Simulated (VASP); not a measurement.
# Mo5W (P4/mmm) in VASP: further runs

The runs below take Mo5W through single point, with PBE.

All numbers are computed with VASP 6.6.1; they aren't measurements. Logs are shortened: lines on timing, memory, paths and dates and some standing lists are left out, and cuts for length are marked.

## 1. The cell of the first run

The structure is tetragonal, space group P4/mmm (No. 123). Conventional cell: a = 3.164 Å, b = 3.164 Å, c = 9.495 Å, α = 90.00°, β = 90.00°, γ = 90.00°. Within 3.6 Å of Mo (site symmetry 4mm) lie 13 Mo at 2.74 to 3.16 Å and 1 W at 3.17 Å. Within 3.6 Å of Mo (site symmetry 4mm) lie 10 Mo at 2.74 to 3.17 Å and 4 W at 2.74 Å. Within 3.6 Å of Mo (site symmetry 4/mmm) lie 14 Mo at 2.74 to 3.16 Å. W (site symmetry 4/mmm) has 10 Mo at 2.74 to 3.17 Å and 4 W at 3.16 Å within 3.6 Å.

## 2. Single point, PBE

Contents of INCAR:

```
PREC = Accurate
ENCUT = 520
EDIFF = 1E-6
ISMEAR = 0
SIGMA = 0.1
LREAL = False
LASPH = True
NELM = 80
ALGO = Fast
ISIF = 2
LWAVE = False
LCHARG = False
GGA = PE
NBANDS = 51
```

Contents of KPOINTS:

```
Automatic mesh
0
Gamma
  12 12 4
```

Contents of POSCAR:

```
Mo5W
1.0
    3.1641357461      0.0000000000      0.0000000000
    0.0000000000      3.1641357461      0.0000000000
    0.0000000000      0.0000000000      9.4951634098
Mo W
5 1
Direct
    0.0000000000      0.0000000000      0.6660801254
    0.5000000000      0.5000000000      0.8328746132
    0.5000000000      0.5000000000      0.1671253868
    0.0000000000      0.0000000000      0.3339198746
    0.5000000000      0.5000000000      0.5000000000
    0.0000000000      0.0000000000      0.0000000000
```

Potentials or basis: VASP PAW PBE potentials, release 64 (Mo_sv, W_sv).

On the command line:

```sh
cat potpaw_PBE.64/Mo_sv/POTCAR potpaw_PBE.64/W_sv/POTCAR > POTCAR
mpirun -np 1 vasp_std > vasp.out
```

OUTCAR:

```text
PREC = Accurate
   ENCUT = 520
   EDIFF = 1E-6
   ISMEAR = 0
   LREAL = False
   LASPH = True
   NELM = 80
   ISIF = 2
   GGA = PE

 ion  position               nearest neighbor table
   1  0.000  0.000  0.666-   5 2.74   5 2.74   5 2.74   5 2.74   2 2.74   2 2.74   2 2.74   2 2.74
                             4 3.15   6 3.17
   2  0.500  0.500  0.833-   1 2.74   1 2.74   1 2.74   1 2.74   6 2.74   6 2.74   6 2.74   6 2.74
                             5 3.16   3 3.17
   3  0.500  0.500  0.167-   4 2.74   4 2.74   4 2.74   4 2.74   6 2.74   6 2.74   6 2.74   6 2.74
                             5 3.16   2 3.17
   4  0.000  0.000  0.334-   5 2.74   5 2.74   5 2.74   5 2.74   3 2.74   3 2.74   3 2.74   3 2.74
                             1 3.15   6 3.17
   5  0.500  0.500  0.500-   1 2.74   4 2.74   1 2.74   4 2.74   1 2.74   4 2.74   1 2.74   4 2.74
                             3 3.16   2 3.16
   6  0.000  0.000  0.000-   2 2.74   3 2.74   2 2.74   3 2.74   2 2.74   3 2.74   2 2.74   3 2.74
                             1 3.17   4 3.17

  LATTYP: Found a simple tetragonal cell.
 ALAT       =     3.1641357461
 C/A-ratio  =     3.0008710661

  Lattice vectors:

 A1 = (   3.1641357461,   0.0000000000,   0.0000000000)
 A2 = (   0.0000000000,   3.1641357461,   0.0000000000)
 A3 = (   0.0000000000,   0.0000000000,   9.4951634098)

Analysis of symmetry for initial positions (statically):
=====================================================================
 Subroutine PRICEL returns:
 Original cell was already a primitive cell.

 Routine SETGRP: Setting up the symmetry group for a
 simple tetragonal supercell.

 Subroutine GETGRP returns: Found 16 space group operations
 (whereof 16 operations were pure point group operations)
 out of a pool of 16 trial point group operations.

The static configuration has the point symmetry D_4h.

Analysis of symmetry for dynamics (positions and initial velocities):
=====================================================================
 Subroutine PRICEL returns:
 Original cell was already a primitive cell.

 Routine SETGRP: Setting up the symmetry group for a
 simple tetragonal supercell.

 Subroutine GETGRP returns: Found 16 space group operations
 (whereof 16 operations were pure point group operations)
 out of a pool of 16 trial point group operations.

The dynamic configuration has the point symmetry D_4h.

[... 108 lines left out ...]
   EDIFFG = 0.1E-04   stopping-criterion for IOM
   NSW    =      0    number of steps for IOM
   IBRION =     -1    ionic relax: 0-MD 1-quasi-New 2-CG
   NFREE  =      0    steps in history (QN), initial steepest desc. (CG)
   ISIF   =      2    stress and relaxation
   ISYM   =      2    0-nonsym 1-usesym 2-fastsym
   POTIM  = 0.5000    time-step for ionic-motion
   TEBEG  =    0.0;   TEEND  =   0.0 temperature during run
   PSTRESS=    0.0 pullay stress
   NELECT =      84.0000    total number of electrons
   NUPDOWN=      -1.0000    fix difference up-down
   EMIN   =  10.00;   EMAX   =-10.00  energy-range for DOS
   EFERMI =   0.00;   METHOD = LEGACY
   ISMEAR =     0;   SIGMA  =   0.10  broadening in eV -4-tet -1-fermi 0-gaus
   EFERMI_NEDOS =   21; number of points for ismear=-14 and -15
   IALGO  =     68    algorithm
   IMIX   =      4    mixing-type and parameters
     AMIX     =   0.40;   BMIX     =  1.00
     AMIX_MAG =   1.60;   BMIX_MAG =  1.00
  volume/ion in A,a.u.               =      15.84       106.92
  Fermi-wavevector in a.u.,A,eV,Ry     =   1.570955  2.968674 33.577807  2.467899
  Thomas-Fermi vector in A             =   2.672611
   LORBIT       =      0    0 simple, 1 ext, 2 COOP (PROOUT), +10 PAW based schemes
   GGA     = PE    functional components
   LHFCALC =     F    Hartree Fock is set to
   AEXX    =    0.0000 exact exchange contribution
   IVDW    =     0    specifies the selected vdW correction
   LEPSILON=     F    determine dielectric tensor
   LRPA    =     F    only Hartree local field effects (RPA)
 non-spin polarized calculation
 RMM-DIIS sequential band-by-band and
 Gauss-broadening in eV      SIGMA  =   0.10
  energy-cutoff  :      520.00
  volume of cell :       95.06
 maximum number of plane-waves:      2624
 NGX is ok and might be reduce to    24
   NGX = 11   NGY = 11   NGZ = 35

 number of electron      84.0000019 magnetization

 Free energy of the ion-electron system (eV)
  ---------------------------------------------------
  ext. energy  EPLUGINS =         0.00000000
  ---------------------------------------------------
  free energy    TOTEN  =       -67.66659032 eV

  energy without entropy =      -67.65005331  energy(sigma->0) =      -67.65832182

 E-fermi :  12.2985     XC(G=0): -13.3707

 val. band max:       12.2955073127   @ k =   0.2500   0.0000   0.0000
 cond. band min:      12.3158060588   @ k =   0.5000   0.5000   0.5000
 fundamental gap:      0.0202987461
 Fermi energy:        12.2985493717

 k-point     1 :       0.0000    0.0000    0.0000
  band No.  band energies     occupation
      1     -61.9185      2.00000
      2     -49.0323      2.00000
      3     -48.9305      2.00000
      4     -48.8003      2.00000
      5     -48.7055      2.00000
      6     -48.6553      2.00000
[... 1285 lines left out ...]
     50      14.5730      0.00000
     51      14.6535      0.00000

 [... further k-points ...]

------------------------ aborting loop because EDIFF is reached ----------------------------------------

  FORCE on cell =-STRESS in cart. coord.  units (eV):
  Direction    XX          YY          ZZ          XY          YZ          ZX
  --------------------------------------------------------------------------------------
  -------------------------------------------------------------------------------------
  Total        0.2788451      0.2788451      0.2814143      0.0000000      0.0000000     -0.0000000
  in kB        4.6995999      4.6995999      4.7429009      0.0000000      0.0000000     -0.0000000
  external PRESSURE =       4.7140336 kB  Pullay stress =       0.0000000 kB

 VOLUME and BASIS-vectors are now :
 -----------------------------------------------------------------------------
  energy-cutoff  :      520.00
  volume of cell :       95.06
      direct lattice vectors                 reciprocal lattice vectors
     3.164135746  0.000000000  0.000000000     0.316042067  0.000000000  0.000000000
     0.000000000  3.164135746  0.000000000     0.000000000  0.316042067  0.000000000
     0.000000000  0.000000000  9.495163410     0.000000000  0.000000000  0.105316776

 POSITION                                       TOTAL-FORCE (eV/Angst)
 -----------------------------------------------------------------------------------
      0.00000      0.00000      6.32454        -0.000000     -0.000000     -0.003887
      1.58207      1.58207      7.90828        -0.000000     -0.000000     -0.007272
      1.58207      1.58207      1.58688         0.000000      0.000000      0.007272
      0.00000      0.00000      3.17062        -0.000000     -0.000000      0.003887
      1.58207      1.58207      4.74758        -0.000000     -0.000000     -0.000000
      0.00000      0.00000      0.00000        -0.000000     -0.000000     -0.000000
 -----------------------------------------------------------------------------------
    total drift:                                0.000000     -0.000000      0.000000

  FREE ENERGIE OF THE ION-ELECTRON SYSTEM (eV)
  ---------------------------------------------------
  free  energy   TOTEN  =       -67.6665903194 eV

  energy  without entropy=      -67.6500533121  energy(sigma->0) =      -67.65832182
```

OSZICAR:

```text
N       E                     dE             d eps       ncg     rms          rms(c)
DAV:   1     0.109600575396E+04    0.10960E+04   -0.50413E+04  8568   0.178E+03
DAV:   2    -0.163889358514E+02   -0.11124E+04   -0.10867E+04  9275   0.570E+02
DAV:   3    -0.704071559685E+02   -0.54018E+02   -0.52282E+02 10988   0.119E+02
DAV:   4    -0.716137934303E+02   -0.12066E+01   -0.11926E+01 10381   0.159E+01
DAV:   5    -0.716421573808E+02   -0.28364E-01   -0.28275E-01 10646   0.221E+00    0.379E+01
RMM:   6    -0.681556671458E+02    0.34865E+01   -0.67268E+00  8699   0.139E+01    0.125E+01
RMM:   7    -0.676645817679E+02    0.49109E+00   -0.37265E+00  9155   0.843E+00    0.292E+00
RMM:   8    -0.676969730087E+02   -0.32391E-01   -0.50133E-01 11245   0.255E+00    0.169E+00
RMM:   9    -0.676654976408E+02    0.31475E-01   -0.10342E-01 10771   0.122E+00    0.501E-01
RMM:  10    -0.676664333597E+02   -0.93572E-03   -0.31467E-02 11974   0.540E-01    0.228E-01
RMM:  11    -0.676664960720E+02   -0.62712E-04   -0.58962E-03 11697   0.267E-01    0.861E-02
RMM:  12    -0.676666296664E+02   -0.13359E-03   -0.18232E-03 12075   0.142E-01    0.723E-02
RMM:  13    -0.676665945584E+02    0.35108E-04   -0.42564E-04 11447   0.765E-02    0.292E-02
RMM:  14    -0.676665957357E+02   -0.11773E-05   -0.23787E-04 11536   0.514E-02    0.276E-02
RMM:  15    -0.676665887552E+02    0.69805E-05   -0.47822E-05 10694   0.256E-02    0.589E-03
RMM:  16    -0.676665901449E+02   -0.13896E-05   -0.19240E-05  9604   0.108E-02    0.233E-03
RMM:  17    -0.676665903194E+02   -0.17454E-06   -0.37211E-06  7305   0.396E-03
   1 F= -.67666590E+02 E0= -.67658322E+02  d E =-.165370E-01
```

Run time: 3.7 min. Hardware: 1 thread of Intel Xeon Platinum 8488C (Sapphire Rapids), shared host; peak memory 0.42 GiB.

Results:

```
Free energy            : -67.6666 eV
Pressure               : 0.5 GPa
Largest force          : 0.007 eV/Å
Band gap on the k mesh : zero (bands 42 and 43 overlap by 1.98 eV)
```

Forces on the atoms (eV/Å):
```
Mo   0.000  0.000 -0.004
Mo   0.000  0.000 -0.007
Mo   0.000  0.000  0.007
Mo   0.000  0.000  0.004
Mo   0.000  0.000  0.000
W    0.000  0.000  0.000
```

Levels at points of the mesh, in eV from the Fermi level:
| k point | band 39 | band 40 | band 41 | band 42 | band 43 | band 44 | band 45 | band 46 |
| --- | --- | --- | --- | --- | --- | --- | --- | --- |
| (0.00, 0.00, 0.00) | -1.26 | -1.26 | -0.91 | -0.84 | -0.39 | -0.29 | 0.56 | 0.56 |
| (0.50, 0.00, 0.00) | -0.71 | -0.66 | -0.63 | -0.63 | -0.60 | -0.55 | 0.78 | 0.93 |
| (0.50, 0.50, 0.00) | -1.46 | -1.46 | 1.36 | 1.36 | 1.61 | 1.64 | 2.11 | 2.12 |
| (0.00, 0.00, 0.50) | -1.17 | -1.08 | -0.72 | -0.72 | -0.62 | -0.62 | 0.78 | 0.81 |
| (0.50, 0.00, 0.50) | -1.86 | -1.86 | 0.05 | 0.08 | 0.18 | 0.25 | 1.35 | 1.35 |
| (0.50, 0.50, 0.50) | 0.02 | 0.02 | 0.26 | 0.26 | 1.71 | 1.73 | 1.88 | 1.89 |

Caveat: spin-orbit coupling is left out, which moves the levels of the heavy elements.

## 3. Single point, PBE

Contents of INCAR:

```
ALGO     = Fast           # electronic algorithm
EDIFF    = 1E-7           # SCF threshold, eV
ENCUT    = 520            # plane-wave cutoff, eV
GGA      = PE             # functional
ISIF     = 2              # what is computed and relaxed
ISMEAR   = -1             # smearing method
LASPH    = True           # aspherical terms in the spheres
LCHARG   = False          # write CHGCAR
LREAL    = False          # projectors in reciprocal space
LWAVE    = False          # write WAVECAR
NBANDS   = 51             # bands
NELM     = 80             # most SCF steps
PREC     = Accurate       # precision mode
SIGMA    = 0.15           # smearing width, eV
```

Contents of KPOINTS:

```
k-points
0
Gamma
  12 12 4
```

Contents of POSCAR:

```
Mo5W
1.0
    3.1646666876      0.0000000000      0.0000000000
    0.0000000000      3.1646666876      0.0000000000
    0.0000000000      0.0000000000      9.4967272562
Mo W
5 1
Direct
    0.0000000000      0.0000000000      0.6660789453
    0.5000000000      0.5000000000      0.8329039160
    0.5000000000      0.5000000000      0.1670960840
    0.0000000000      0.0000000000      0.3339210547
    0.5000000000      0.5000000000      0.5000000000
    0.0000000000      0.0000000000      0.0000000000
```

Potentials or basis: VASP PAW PBE potentials, release 64 (Mo_sv, W_sv).

On the command line:

```sh
cat potpaw_PBE.64/Mo_sv/POTCAR potpaw_PBE.64/W_sv/POTCAR > POTCAR
mpirun -np 1 vasp_std > vasp.out
```

OUTCAR:

```text
EDIFF = 1E-7
   ENCUT = 520
   GGA = PE
   ISIF = 2
   ISMEAR = -1
   LASPH = True
   LREAL = False
   NELM = 80
   PREC = Accurate

 ion  position               nearest neighbor table
   1  0.000  0.000  0.666-   5 2.74   5 2.74   5 2.74   5 2.74   2 2.74   2 2.74   2 2.74   2 2.74
                             4 3.15   6 3.17
   2  0.500  0.500  0.833-   1 2.74   1 2.74   1 2.74   1 2.74   6 2.74   6 2.74   6 2.74   6 2.74
                             5 3.16   3 3.17
   3  0.500  0.500  0.167-   4 2.74   4 2.74   4 2.74   4 2.74   6 2.74   6 2.74   6 2.74   6 2.74
                             5 3.16   2 3.17
   4  0.000  0.000  0.334-   5 2.74   5 2.74   5 2.74   5 2.74   3 2.74   3 2.74   3 2.74   3 2.74
                             1 3.15   6 3.17
   5  0.500  0.500  0.500-   1 2.74   4 2.74   1 2.74   4 2.74   1 2.74   4 2.74   1 2.74   4 2.74
                             3 3.16   2 3.16
   6  0.000  0.000  0.000-   2 2.74   3 2.74   2 2.74   3 2.74   2 2.74   3 2.74   2 2.74   3 2.74
                             1 3.17   4 3.17

  LATTYP: Found a simple tetragonal cell.
 ALAT       =     3.1646666876
 C/A-ratio  =     3.0008617632

  Lattice vectors:

 A1 = (   3.1646666876,   0.0000000000,   0.0000000000)
 A2 = (   0.0000000000,   3.1646666876,   0.0000000000)
[... 191 lines left out ...]

 k-point     1 :       0.0000    0.0000    0.0000
  band No.  band energies     occupation
      1     -61.9219      2.00000
      2     -49.0327      2.00000
      3     -48.9318      2.00000
      4     -48.8054      2.00000
      5     -48.7097      2.00000
      6     -48.6573      2.00000
[... 1285 lines left out ...]
     50      14.5368      0.00000
     51      14.6067      0.00000

 [... further k-points ...]

------------------------ aborting loop because EDIFF is reached ----------------------------------------

  FORCE on cell =-STRESS in cart. coord.  units (eV):
  Direction    XX          YY          ZZ          XY          YZ          ZX
  --------------------------------------------------------------------------------------
  -------------------------------------------------------------------------------------
  Total        0.2993385      0.2993385      0.2977696      0.0000000      0.0000000     -0.0000000
  in kB        5.0424692      5.0424692      5.0160402      0.0000000      0.0000000     -0.0000000
  external PRESSURE =       5.0336595 kB  Pullay stress =       0.0000000 kB

 VOLUME and BASIS-vectors are now :
 -----------------------------------------------------------------------------
  energy-cutoff  :      520.00
  volume of cell :       95.11
      direct lattice vectors                 reciprocal lattice vectors
     3.164666688  0.000000000  0.000000000     0.315989044  0.000000000  0.000000000
     0.000000000  3.164666688  0.000000000     0.000000000  0.315989044  0.000000000
     0.000000000  0.000000000  9.496727256     0.000000000  0.000000000  0.105299433

 POSITION                                       TOTAL-FORCE (eV/Angst)
 -----------------------------------------------------------------------------------
      0.00000      0.00000      6.32557        -0.000000      0.000000      0.000201
      1.58233      1.58233      7.90986         0.000000     -0.000000     -0.006689
      1.58233      1.58233      1.58687        -0.000000     -0.000000      0.006689
      0.00000      0.00000      3.17116        -0.000000      0.000000     -0.000201
      1.58233      1.58233      4.74836        -0.000000      0.000000      0.000000
      0.00000      0.00000      0.00000        -0.000000      0.000000      0.000000
 -----------------------------------------------------------------------------------
    total drift:                                0.000000     -0.000000      0.000000

  FREE ENERGIE OF THE ION-ELECTRON SYSTEM (eV)
  ---------------------------------------------------
  free  energy   TOTEN  =       -67.7874687794 eV

  energy  without entropy=      -67.5161170424  energy(sigma->0) =      -67.65179291
```

OSZICAR:

```text
N       E                     dE             d eps       ncg     rms          rms(c)
DAV:   1     0.109740167554E+04    0.10974E+04   -0.50502E+04  8568   0.179E+03
DAV:   2    -0.158699909953E+02   -0.11133E+04   -0.10881E+04  9266   0.571E+02
DAV:   3    -0.704552193895E+02   -0.54585E+02   -0.52597E+02 10926   0.120E+02
[... 12 lines left out ...]
RMM:  16    -0.677874675571E+02   -0.16790E-05   -0.23395E-05 12024   0.107E-02    0.237E-03
RMM:  17    -0.677874680730E+02   -0.51590E-06   -0.61756E-06  9837   0.424E-03    0.150E-03
RMM:  18    -0.677874685193E+02   -0.44631E-06   -0.27832E-06  7729   0.209E-03    0.441E-04
RMM:  19    -0.677874687337E+02   -0.21438E-06   -0.12530E-06  6766   0.104E-03    0.260E-04
RMM:  20    -0.677874687794E+02   -0.45744E-07   -0.74213E-07  5130   0.601E-04
   1 F= -.67787469E+02 E0= -.67651793E+02  d E =-.271352E+00
```

Run time: 4.6 min. Hardware: 1 thread of Intel Xeon Platinum 8488C (Sapphire Rapids), shared host; peak memory 0.42 GiB.

What came out:

```yaml
Free_energy: -67.7875 eV
Pressure: 0.5 GPa
Largest_force: 0.007 eV/Å
Band_gap_on_the_k_mesh: zero (bands 42 and 43 overlap by 1.97 eV)
```

Forces on the atoms (eV/Å):
```
Mo   0.000  0.000  0.000
Mo   0.000  0.000 -0.007
Mo   0.000  0.000  0.007
Mo   0.000  0.000  0.000
Mo   0.000  0.000  0.000
W    0.000  0.000  0.000
```

Levels at points of the mesh, in eV from the Fermi level:
```csv
k point,band 39,band 40,band 41,band 42,band 43,band 44,band 45,band 46
"(0.00, 0.00, 0.00)",-1.18,-1.18,-0.83,-0.75,-0.31,-0.21,0.64,0.64
"(0.50, 0.00, 0.00)",-0.63,-0.58,-0.55,-0.54,-0.52,-0.47,0.86,1.01
"(0.50, 0.50, 0.00)",-1.38,-1.38,1.43,1.43,1.69,1.72,2.18,2.21
"(0.00, 0.00, 0.50)",-1.09,-1.00,-0.64,-0.64,-0.54,-0.54,0.86,0.89
"(0.50, 0.00, 0.50)",-1.78,-1.78,0.13,0.16,0.26,0.34,1.43,1.43
"(0.50, 0.50, 0.50)",0.10,0.10,0.34,0.34,1.80,1.82,1.96,1.98
```

Caveat: spin-orbit coupling is left out, which moves the levels of the heavy elements.

The gap in the log of VASP goes by the Fermi energy; the results here count the filled bands.